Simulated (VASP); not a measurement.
**LiHF2: single point with LDA**

Crystal: LiHF2.

```
Li H F
1.0
     1.39950    0.80800    4.39456
    -1.39950    0.80800    4.39456
     0.00000   -1.61601    4.39456
Li H F
1 1 2
Direct
  0.00000 0.00000 0.00000
  0.50000 0.50000 0.50000
  0.41251 0.41251 0.41251
  0.58749 0.58749 0.58749
```

This cell differs from its parent crystal: strain -0.030 along x and y, +0.015 along z.

* Program: VASP 6.6.1
* Task: single point
* Functional: LDA
* Potentials or basis: VASP PAW LDA potentials, release 64 (Li_sv, H, F)
* Cutoff: 520 eV
* k mesh: 9 × 9 × 9
* Occupations: gaussian, width 0.05 eV
* Spin: no spin polarisation

The largest force is 0.410 eV/Å. The band gap on the k mesh is 8.29 eV (least direct gap 8.49 eV).

Forces on the atoms (eV/Å):
```
Li   0.000  0.000  0.000
H    0.000  0.000  0.000
F    0.000  0.000  0.410
F    0.000  0.000 -0.410
```

Levels at points of the mesh, in eV from the valence-band top:
| k point | band 6 | band 7 | band 8 | band 9 | band 10 | band 11 | band 12 | band 13 |
| --- | --- | --- | --- | --- | --- | --- | --- | --- |
| (0.00, 0.00, 0.00) | -0.34 | -0.34 | -0.20 | -0.20 | 8.29 | 13.17 | 17.08 | 18.46 |

It took 2.4 min on 1 thread of Intel Xeon 8259CL (shared host), peak memory 0.18 GiB.

Caveat: the cell differs from its parent crystal (strain -0.030 along x and y, +0.015 along z). A k mesh can miss the band edges.
